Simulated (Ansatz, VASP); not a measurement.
# BN: VASP beside Ansatz

```
CELL_PARAMETERS angstrom
0.00000 1.80480 1.80480
1.80480 0.00000 1.80480
1.80480 1.80480 0.00000
ATOMIC_POSITIONS crystal
B 0.00000 0.00000 0.00000
N 0.25000 0.25000 0.25000
```

Alike in both runs: functional r2SCAN; k mesh 10 × 10 × 10; no spin polarisation.

Ansatz relaxed the structure, and its values are those at the end. VASP's run is a single point on that final structure, the one shown.

```csv
,VASP,Ansatz
version,VASP 6.6.1,Ansatz 0.2.0
potentials or method,"VASP PAW PBE potentials, release 64 (B, N), cutoff 520 eV","scalar-relativistic, plane waves, PAW"
occupations,"gaussian, width 0.01 eV",fixed
valence electrons in the cell,8,8
```

|  | VASP | Ansatz | Ansatz less VASP |
| --- | --- | --- | --- |
| gap on the k mesh at the Fermi level (eV) | 4.98 | 5.00 | +0.021 |
| least direct gap on the mesh (eV) | 9.55 | 9.59 | +0.039 |
| pressure (GPa) | 1.2 | 0.0 | -1.16 |

VASP's potentials were made for PBE, not for r2SCAN.
